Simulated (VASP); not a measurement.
Input of a VASP 6.6.1 run:

File INCAR:

```
ALGO = Normal ; EDIFF = 1E-7
ENCUT = 520 ; ISIF = 2
ISMEAR = 0 ; LASPH = True
LCHARG = False ; LREAL = False
LWAVE = False ; NELM = 100
PREC = Accurate ; SIGMA = 0.02
```

KPOINTS

```
k-points
0
Gamma
  8 8 5
```

File POSCAR:

```
Ta2N
1.0
    3.1128615060      0.0000000000      0.0000000000
   -1.5564307530      2.6958171426      0.0000000000
    0.0000000000      0.0000000000      4.8698410000
Ta N
2 1
Direct
    0.3320340000      0.6669720000      0.2532670000
    0.6653780000      0.3353860000      0.7438190000
    0.0017410000      0.0013340000     -0.0024770000
```

Potentials or basis: VASP PAW PBE potentials, release 64 (Ta_pv, N).

Run with:

```console
$ cat potpaw_PBE.64/Ta_pv/POTCAR potpaw_PBE.64/N/POTCAR > POTCAR
$ mpirun -np 1 vasp_std > vasp.out
```

Estimate the largest force.

0.130 eV/Å.

What does it give for the pressure?

-0.9 GPa.

Predict the band gap on the k mesh.

zero (an odd number of electrons rules out a gap without spin polarisation).

Forces in eV/Å, atoms in the order of the input:
```
Ta   0.052  0.009 -0.111
Ta   0.056 -0.003  0.040
N   -0.108 -0.006  0.071
```

Caveat: the cell differs from its parent crystal (atoms moved at random); spin-orbit coupling is left out, which moves the levels of the heavy elements.
